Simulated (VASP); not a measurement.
Input of a VASP 6.6.1 run:

The input INCAR:

```
SYSTEM = Al
AGGAC    = 1.0          
AGGAX    = 1.0          
ALDAC    = 0.0          
ALDAX    = 1.0          
ALGO     = Normal         ! electronic algorithm
EDIFF    = 1E-7           ! SCF threshold, eV
ENCUT    = 520            ! plane-wave cutoff, eV
GGA      = B5             ! functional
ISIF     = 2              ! what is computed and relaxed
ISMEAR   = -1             ! smearing method
IVDW     = 12             ! dispersion correction
LASPH    = .TRUE.         ! aspherical terms in the spheres
LCHARG   = .FALSE.        ! write CHGCAR
LREAL    = .FALSE.        ! projectors in reciprocal space
LWAVE    = .FALSE.        ! write WAVECAR
NBANDS   = 8              ! bands
NELM     = 60             ! most SCF steps
PREC     = Accurate       ! precision mode
SIGMA    = 0.15           ! smearing width, eV
VDW_A1   = 0.4298       
VDW_A2   = 4.2359       
VDW_S6   = 1.0          
VDW_S8   = 2.6996
```

Contents of KPOINTS:

```
k-points
0
G
  13 13 13
  0 0 0
```

POSCAR

```
Al
1.0
   -1.5849356293      1.5849356293      1.5849356293
    1.5849356293     -1.5849356293      1.5849356293
    1.5849356293      1.5849356293     -1.5849356293
Al
1
Direct
    0.0000000000      0.0000000000      0.0000000000
```

Potentials or basis: VASP PAW PBE potentials, release 64 (Al).

Command:

```sh
$ cat potpaw_PBE.64/Al/POTCAR > POTCAR
$ mpirun -np 1 vasp_std > vasp.out
```

(1) Estimate the pressure.

(2) Predict the dispersion energy per atom.

## Answers

(1) 0.2 GPa.

(2) -0.802 eV.

Caveat: the PAW data sets were made with another functional, which shifts forces and pressure a little; pairwise dispersion overbinds metals, which lowers pressure and volume.
